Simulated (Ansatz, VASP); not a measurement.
**RbH6Pt in VASP and in Ansatz**

The input INCAR:

```
PREC = Accurate
ENCUT = 600
EDIFF = 1E-7
ISMEAR = 0
SIGMA = 0.1
LREAL = F
LASPH = T
NELM = 80
ALGO = Normal
ISIF = 3
LWAVE = F
LCHARG = F
GGA = PE
IBRION = 2
NSW = 100
EDIFFG = -0.01
```

Contents of KPOINTS:

```
Automatic mesh
0
Gamma
  10 10 10
```

POSCAR

```
RbH6Pt
1.0
    4.1015499072      0.0000000000      0.0000000000
    0.0000000000      4.1015499072      0.0000000000
    0.0000000000      0.0000000000      4.1015499072
Rb H Pt
1 6 1
Direct
    0.0000000000      0.0000000000      0.0000000000
    0.0000000000      0.5000000000      0.5000000000
    0.5000000000      0.0000000000      0.5000000000
    0.5000000000      0.5000000000      0.0000000000
    0.5000000000      0.0000000000      0.0000000000
    0.0000000000      0.5000000000      0.0000000000
    0.0000000000      0.0000000000      0.5000000000
    0.5000000000      0.5000000000      0.5000000000
```

Input for Ansatz:

```yaml
crystal:
  lattice:
    - [4.1015499072, 0.0, 0.0]
    - [0.0, 4.1015499072, 0.0]
    - [0.0, 0.0, 4.1015499072]
  atoms:
    - { symbol: Rb, position: [0.0, 0.0, 0.0] }
    - { symbol: H, position: [0.0, 0.5, 0.5] }
    - { symbol: H, position: [0.5, 0.0, 0.5] }
    - { symbol: H, position: [0.5, 0.5, 0.0] }
    - { symbol: H, position: [0.5, 0.0, 0.0] }
    - { symbol: H, position: [0.0, 0.5, 0.0] }
    - { symbol: H, position: [0.0, 0.0, 0.5] }
    - { symbol: Pt, position: [0.5, 0.5, 0.5] }
basis:
  ecutwfc: 420
kpoints:
  mp_grid: { grid: [10, 10, 10] }
hamiltonian:
  xc: pbe
scf:
  occupations: { method: gaussian, width: 0.1 }
output:
  forces: true
  stress: true
  eigenvalues: true
relax:
  adjacent_minimum: "off"
  f_tol: 0.01
  max_steps: 80
  cell: { stress_tol: 0.05 }
```

Alike in both runs: task relaxation of cell and atoms; functional PBE; k mesh 10 × 10 × 10; occupations gaussian, width 0.1 eV; no spin polarisation.

```csv
,VASP,Ansatz
version,VASP 6.6.1,Ansatz 0.2.0
potentials or method,"VASP PAW PBE potentials, release 64 (Rb_sv, H, Pt), cutoff 600 eV","scalar-relativistic, plane waves, PAW"
valence electrons in the cell,25,33
```

|  | VASP | Ansatz | Ansatz less VASP |
| --- | --- | --- | --- |
| gap on the k mesh at the Fermi level, each at its own relaxed structure (eV) | none | none | - |
| relaxed volume (Å³/atom) | 8.61 | 8.58 | -0.033 |
| relaxed length of the cell vector where the two differ most in proportion (Å) | 4.099 | 4.094 | -0.0052 |

A gap of «none» marks a metal or a gap that the smearing closes. VASP's potentials hold 25 valence electrons a cell and Ansatz's 33, so a difference there can come from the potentials and not from the codes.

Spin-orbit coupling is off throughout.
